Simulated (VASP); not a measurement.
# Cu (I4/mmm) in VASP: further runs

Cu is run at these levels: PBE; tasks: single point.

Program: VASP 6.6.1. These are calculated values, not measurements. Logs are shortened: lines on timing, memory, paths and dates and some standing lists are left out, and cuts for length are marked.

**1. The cell of the first run**

The structure is tetragonal, space group I4/mmm (No. 139). Conventional cell: a = 3.045 Å, b = 3.045 Å, c = 2.718 Å, α = 90.00°, β = 90.00°, γ = 90.00°. Within 3.4 Å of Cu (site symmetry 4/mmm) lie 14 Cu at 2.55 to 3.04 Å.

**2. Single point, PBE**

The input, INCAR:

```
SYSTEM = Cu
PREC = Accurate ; ENCUT = 520
EDIFF = 1E-7 ; ISMEAR = 0
SIGMA = 0.15 ; LREAL = .False.
LASPH = .True. ; NELM = 100
ALGO = Normal ; ISIF = 2
LWAVE = .False. ; LCHARG = .False.
GGA = PE ; NBANDS = 12
```

The input, KPOINTS:

```
Automatic mesh
0
Gamma
  22 22 22
  0 0 0
```

The input, POSCAR:

```
Cu
1.0
   -1.5223500000      1.5223500000      1.3589500000
    1.5223500000     -1.5223500000      1.3589500000
    1.5223500000      1.5223500000     -1.3589500000
Cu
1
Direct
    0.0000000000      0.0000000000      0.0000000000
```

Potentials or basis: VASP PAW PBE potentials, release 64 (Cu).

Launch:

```
> cat potpaw_PBE.64/Cu/POTCAR > POTCAR
> mpirun -np 1 vasp_std > vasp.out
```

OUTCAR:

```text
SYSTEM = Cu
   PREC = Accurate
   ENCUT = 520
   EDIFF = 1E-7
   ISMEAR = 0
   LREAL = .False.
   LASPH = .True.
   NELM = 100
   ISIF = 2
   GGA = PE

 ion  position               nearest neighbor table
   1  0.000  0.000  0.000-

  LATTYP: Found a body centered tetragonal cell.
 ALAT       =     3.0447000000
 C/A-ratio  =     0.8926659441

  Lattice vectors:

 A1 = (  -1.5223500000,   1.5223500000,   1.3589500000)
 A2 = (   1.5223500000,  -1.5223500000,   1.3589500000)
 A3 = (   1.5223500000,   1.5223500000,  -1.3589500000)

Analysis of symmetry for initial positions (statically):
=====================================================================
 Subroutine PRICEL returns:
 Original cell was already a primitive cell.

 Routine SETGRP: Setting up the symmetry group for a
 body centered tetragonal supercell.

 Subroutine GETGRP returns: Found 16 space group operations
 (whereof 16 operations were pure point group operations)
 out of a pool of 16 trial point group operations.

The static configuration has the point symmetry D_4h.

Analysis of symmetry for dynamics (positions and initial velocities):
=====================================================================
 Subroutine PRICEL returns:
 Original cell was already a primitive cell.

 Routine SETGRP: Setting up the symmetry group for a
 body centered tetragonal supercell.

 Subroutine GETGRP returns: Found 16 space group operations
 (whereof 16 operations were pure point group operations)
 out of a pool of 16 trial point group operations.

The dynamic configuration has the point symmetry D_4h.

 Subroutine INISYM returns: Found 16 space group operations
 (whereof 16 operations are pure point group operations),
 and found     1 'primitive' translations

----------------------------------------------------------------------------------------

                                     Primitive cell

  volume of cell :      12.5977

  direct lattice vectors                    reciprocal lattice vectors
    -1.522350000  1.522350000  1.358950000     0.000000000  0.328439584  0.367931123
     1.522350000 -1.522350000  1.358950000     0.328439584  0.000000000  0.367931123
     1.522350000  1.522350000 -1.358950000     0.328439584  0.328439584  0.000000000

  length of vectors
     2.545946611  2.545946611  2.545946611     0.493199626  0.493199626  0.464483713

  position of ions in fractional coordinates (direct lattice)
     0.000000000  0.000000000  0.000000000

  ion indices of the primitive-cell ions
   primitive index   ion index
                 1           1

----------------------------------------------------------------------------------------

 KPOINTS: Automatic mesh

Automatic generation of k-mesh.
 Grid dimensions read from file:
 generate k-points for:   22   22   22

 Generating k-lattice:

  Cartesian coordinates                     Fractional coordinates (reciprocal lattice)
     0.000000000  0.014929072  0.016724142     0.045454545  0.000000000  0.000000000
     0.014929072  0.000000000  0.016724142     0.000000000  0.045454545  0.000000000
     0.014929072  0.014929072  0.000000000     0.000000000  0.000000000  0.045454545

  Length of vectors
     0.022418165  0.022418165  0.021112896

  Shift w.r.t. Gamma in fractional coordinates (k-lattice)
     0.000000000  0.000000000  0.000000000

 Subroutine IBZKPT returns following result:
 ===========================================

 Found    834 irreducible k-points:

 Following reciprocal coordinates:
            Coordinates               Weight
  0.000000  0.000000  0.000000      1.000000
  0.045455  0.000000  0.000000      8.000000
  0.090909  0.000000  0.000000      8.000000
  0.136364 -0.000000  0.000000      8.000000
  0.181818  0.000000  0.000000      8.000000
  0.227273  0.000000  0.000000      8.000000
[... 16 lines left out ...]
  0.500000  0.045455  0.000000     16.000000
 -0.454545  0.045455 -0.000000     16.000000
 [... further k-points ...]
   k-points           NKPTS =    834   k-points in BZ     NKDIM =    834   number of bands    NBANDS=     12
   number of dos      NEDOS =    301   number of ions     NIONS =      1
   total plane-waves  NPLWV =   8000
   dimension x,y,z NGX =    20 NGY =   20 NGZ =   20
   dimension x,y,z NGXF=    40 NGYF=   40 NGZF=   40
   ions per type =               1
   NGX,Y,Z   is equivalent  to a cutoff of  13.06, 13.06, 13.06 a.u.
   NGXF,Y,Z  is equivalent  to a cutoff of  26.12, 26.12, 26.12 a.u.
 SYSTEM =  Cu
   PREC   = accura    normal or accurate (medium, high low for compatibility)
   ISTART =      0    job   : 0-new  1-cont  2-samecut
   ICHARG =      2    charge: 1-file 2-atom 10-const
   ISPIN  =      1    spin polarized calculation?
   LNONCOLLINEAR =      F non collinear calculations
   LSORBIT =      F    spin-orbit coupling
   LASPH  =      T    aspherical Exc in radial PAW
   ENCUT  =  520.0 eV  38.22 Ry    6.18 a.u.   4.73  4.73  4.73*2*pi/ulx,y,z
   NELM   =    100;   NELMIN=  2; NELMDL= -5     # of ELM steps
   EDIFF  = 0.1E-06   stopping-criterion for ELM
   LREAL  =      F    real-space projection
   EDIFFG = 0.1E-05   stopping-criterion for IOM
   NSW    =      0    number of steps for IOM
   IBRION =     -1    ionic relax: 0-MD 1-quasi-New 2-CG
   NFREE  =      0    steps in history (QN), initial steepest desc. (CG)
   ISIF   =      2    stress and relaxation
   ISYM   =      2    0-nonsym 1-usesym 2-fastsym
   POTIM  = 0.5000    time-step for ionic-motion
   TEBEG  =    0.0;   TEEND  =   0.0 temperature during run
   PSTRESS=    0.0 pullay stress
   NELECT =      11.0000    total number of electrons
   NUPDOWN=      -1.0000    fix difference up-down
   EMIN   =  10.00;   EMAX   =-10.00  energy-range for DOS
   EFERMI =   0.00;   METHOD = LEGACY
   ISMEAR =     0;   SIGMA  =   0.15  broadening in eV -4-tet -1-fermi 0-gaus
   EFERMI_NEDOS =   21; number of points for ismear=-14 and -15
   IALGO  =     38    algorithm
   IMIX   =      4    mixing-type and parameters
     AMIX     =   0.40;   BMIX     =  1.00
     AMIX_MAG =   1.60;   BMIX_MAG =  1.00
  volume/ion in A,a.u.               =      12.60        85.01
  Fermi-wavevector in a.u.,A,eV,Ry     =   1.564738  2.956926 33.312562  2.448404
  Thomas-Fermi vector in A             =   2.667317
   LORBIT       =      0    0 simple, 1 ext, 2 COOP (PROOUT), +10 PAW based schemes
   GGA     = PE    functional components
   LHFCALC =     F    Hartree Fock is set to
   AEXX    =    0.0000 exact exchange contribution
   IVDW    =     0    specifies the selected vdW correction
   LEPSILON=     F    determine dielectric tensor
   LRPA    =     F    only Hartree local field effects (RPA)
 non-spin polarized calculation
 Gauss-broadening in eV      SIGMA  =   0.15
  energy-cutoff  :      520.00
  volume of cell :       12.60
 maximum number of plane-waves:       353
   NGX =  9   NGY =  9   NGZ =  9

 number of electron      10.9999991 magnetization

 Free energy of the ion-electron system (eV)
  ---------------------------------------------------
  ext. energy  EPLUGINS =         0.00000000
  ---------------------------------------------------
  free energy    TOTEN  =        -3.68380737 eV

  energy without entropy =       -3.67878919  energy(sigma->0) =       -3.68129828

 E-fermi :   6.8245     XC(G=0): -12.3545

 val. band max:        6.8225434704   @ k =  -0.2727   0.3636   0.2727
 cond. band min:       6.8315409275   @ k =   0.5000   0.2273   0.0455
 fundamental gap:      0.0089974571
 Fermi energy:         6.8245144627

 k-point     1 :       0.0000    0.0000    0.0000
  band No.  band energies     occupation
      1      -2.0535      2.00000
      2       3.6574      2.00000
      3       4.0792      2.00000
      4       4.0792      2.00000
      5       4.5435      2.00000
      6       4.9944      2.00000
      7      29.6111      0.00000
      8      29.6111      0.00000
      9      33.1022      0.00000
     10      33.1323      0.00000
     11      33.6128      0.00000
     12      34.0632      0.00000

 k-point     2 :       0.0455    0.0000    0.0000
  band No.  band energies     occupation
      1      -1.9737      2.00000
      2       3.6675      2.00000
      3       4.0751      2.00000
      4       4.0813      2.00000
      5       4.5489      2.00000
      6       4.9824      2.00000
      7      29.2947      0.00000
      8      29.2973      0.00000
      9      31.9933      0.00000
     10      32.8914      0.00000
     11      33.4032      0.00000
     12      33.6166      0.00000

 k-point     3 :       0.0909    0.0000    0.0000
  band No.  band energies     occupation
      1      -1.7362      2.00000
      2       3.6833      2.00000
      3       4.0593      2.00000
      4       4.1017      2.00000
      5       4.5678      2.00000
      6       4.9503      2.00000
      7      28.4292      0.00000
      8      28.5972      0.00000
      9      29.7208      0.00000
     10      31.7823      0.00000
     11      32.5935      0.00000
     12      33.7520      0.00000
[... 286 lines left out ...]
 k-point    23 :       0.5000    0.0455    0.0000
  band No.  band energies     occupation
      1       2.2012      2.00000
      2       3.1343      2.00000
      3       4.7540      2.00000
      4       5.0676      2.00000
      5       5.3594      2.00000
      6       6.7698      1.39432
      7      11.5239      0.00000
      8      21.9385      0.00000
      9      22.8543      0.00000
     10      27.1465      0.00000
     11      29.7144      0.00000
     12      38.4105      0.00000

 k-point    24 :      -0.4545    0.0455   -0.0000
  band No.  band energies     occupation
      1       2.1403      2.00000
      2       3.1648      2.00000
      3       4.7690      2.00000
      4       4.9747      2.00000
      5       5.2420      2.00000
      6       6.0650      2.00000
      7      12.7107      0.00000
      8      22.0159      0.00000
      9      23.1137      0.00000
     10      27.2630      0.00000
     11      29.8489      0.00000
     12      38.7850      0.00000

 [... further k-points ...]
[... 5 lines left out ...]
  --------------------------------------------------------------------------------------
  -------------------------------------------------------------------------------------
  Total       -0.4198408     -0.4198408     -0.3615364      0.0000000     -0.0000000      0.0000000
  in kB      -53.3952660    -53.3952660    -45.9801215      0.0000000     -0.0000000      0.0000000
  external PRESSURE =     -50.9235512 kB  Pullay stress =       0.0000000 kB

 VOLUME and BASIS-vectors are now :
 -----------------------------------------------------------------------------
  energy-cutoff  :      520.00
  volume of cell :       12.60
      direct lattice vectors                 reciprocal lattice vectors
    -1.522350000  1.522350000  1.358950000     0.000000000  0.328439584  0.367931123
     1.522350000 -1.522350000  1.358950000     0.328439584  0.000000000  0.367931123
     1.522350000  1.522350000 -1.358950000     0.328439584  0.328439584  0.000000000

 POSITION                                       TOTAL-FORCE (eV/Angst)
 -----------------------------------------------------------------------------------
      0.00000      0.00000      0.00000        -0.000000      0.000000      0.000000
 -----------------------------------------------------------------------------------
    total drift:                                0.000000     -0.000000      0.000000

  FREE ENERGIE OF THE ION-ELECTRON SYSTEM (eV)
  ---------------------------------------------------
  free  energy   TOTEN  =        -3.6838073694 eV

  energy  without entropy=       -3.6787891907  energy(sigma->0) =       -3.68129828
```

It took 58 s on 1 thread of AMD EPYC 9R45 (Zen 5), shared host; peak memory 0.19 GiB.

Results:

```
Free energy : -3.6838 eV
Pressure    : -5.1 GPa
```

[end of part 1 of 2]
